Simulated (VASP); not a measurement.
H:

```
H
1.0
     2.71575   -2.56495    0.00000
     2.71575    2.56495    0.00000
     0.00000    0.00000    4.42481
H
4
Direct
  0.95205 0.04795 0.06412
  0.45205 0.54795 0.43588
  0.54795 0.45205 0.56412
  0.04795 0.95205 0.93588
```

Base run:

```yaml
Program: VASP 6.6.1
Functional: PBE0
Potentials_or_basis: VASP PAW PBE potentials, release 64 (H)
Cutoff: 520 eV
k_mesh: 6 × 6 × 4
Occupations: gaussian, width 0.02 eV
Spin: no spin polarisation
```

Its results: band gap on the k mesh 11.65 eV, indirect (least direct gap 12.18 eV); pressure -0.4 GPa; largest force 0.207 eV/Å.

The run is repeated on the same cell with these changes: functional from PBE0 to HSE06; further incar settings from ALGO = Normal; EDIFF = 1e-06; NBANDS = 10 to ALGO = Normal; EDIFF = 1e-07; NBANDS = 10. What comes out?

Band gap on the k mesh 10.87 eV, indirect (least direct gap 11.40 eV); pressure -0.4 GPa; largest force 0.206 eV/Å.

Caveats: the PAW data sets were made with another functional, which shifts forces and pressure a little.

A k mesh can miss the band edges.
